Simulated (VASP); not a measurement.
Runs of VASP 6.6.1 on TiH6. The structure is that of space group Pm-3m (No. 221), or close to it. The cells are those of the table. 

```tsv
task	cell	k mesh	cutoff (eV)	k mesh for the DOS	occupations for the DOS	gap on the mesh (eV)	pressure (GPa)	relaxed volume (Å³/atom)	largest force (eV/Å)
relaxation of cell and atoms	relaxed from a = 3.272 Å, 7 atoms	12 × 12 × 12	600	-	-	none	-0.1	(a)	0.01
single point	a = 3.272 Å, 7 atoms	4 × 4 × 4	520	-	-	none	(b)	-	-
single point	a = 3.272 Å, 7 atoms	6 × 6 × 6	520	-	-	none	-0.3	-	0.03
single point	a = 3.264 Å, 7 atoms	12 × 12 × 12	520	-	-	none	-0.3	-	-
relaxation of cell and atoms	relaxed from a = 3.272 Å, 7 atoms	6 × 6 × 6	600	-	-	none	-0.1	-	0.03
relaxation of cell and atoms	relaxed from a = 3.898 Å, 7 atoms	4 × 4 × 4	600	-	-	none	0.0	5.02	-
single point	a = 3.898 Å, 7 atoms	4 × 4 × 4	520	-	-	none	-22.3	-	0.29
```

Alike in all rows: level PBE; potentials or basis VASP PAW PBE potentials, release 64 (Ti_sv, H); no spin polarisation; smearing gaussian 0.1 eV.

Fill in the values left out.

(a) 4.97; (b) -0.2.

Caveats: some runs use coarse meshes; the relaxation stopped at its first step, so nothing moved (some runs); the volume moved by over 15 % at a fixed basis, so the end points are rough (some runs).

A gap of «none» marks levels without a gap at the run's occupations.
